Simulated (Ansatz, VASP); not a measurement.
WSe2 in VASP and in Ansatz

```
W Se
1.0
     3.27903    0.00000    0.00000
    -1.63951    2.83972    0.00000
     0.00000    0.00000   12.78861
W Se
2 4
Direct
  0.33333 0.66667 0.25000
  0.66667 0.33333 0.75000
  0.33333 0.66667 0.61829
  0.66667 0.33333 0.11829
  0.33333 0.66667 0.88171
  0.66667 0.33333 0.38171
```

Alike in both runs: task single point; functional PBE; dispersion D3(BJ); k mesh 12 × 12 × 4; occupations gaussian, width 0.05 eV; no spin polarisation.

|  | VASP | Ansatz |
| --- | --- | --- |
| version | VASP 6.6.1 | Ansatz 0.2.0 |
| potentials or method | VASP PAW PBE potentials, release 64 (W_sv, Se), cutoff 520 eV | scalar-relativistic, plane waves, PAW |
| valence electrons in the cell | 52 | 92 |

Ansatz gave:

* gap on the k mesh at the Fermi level (eV): 0.90
* least direct gap on the mesh (eV): 1.57
* pressure (GPa): 0.0
* traceless stress, the component that is largest in VASP (GPa): -0.01
* rms of the force components (eV/Å): 0.001

Which values does VASP return?

gap on the k mesh at the Fermi level (eV): 0.89; least direct gap on the mesh (eV): 1.56; pressure (GPa): 0.3; traceless stress, the component that is largest in VASP (GPa): 0.07; rms of the force components (eV/Å): 0.022.

Atom by atom the forces differ by 0.023 eV/Å (rms over components). VASP's potentials hold 52 valence electrons a cell and Ansatz's 92, so a difference there can come from the potentials and not from the codes.

Spin-orbit coupling is off throughout.
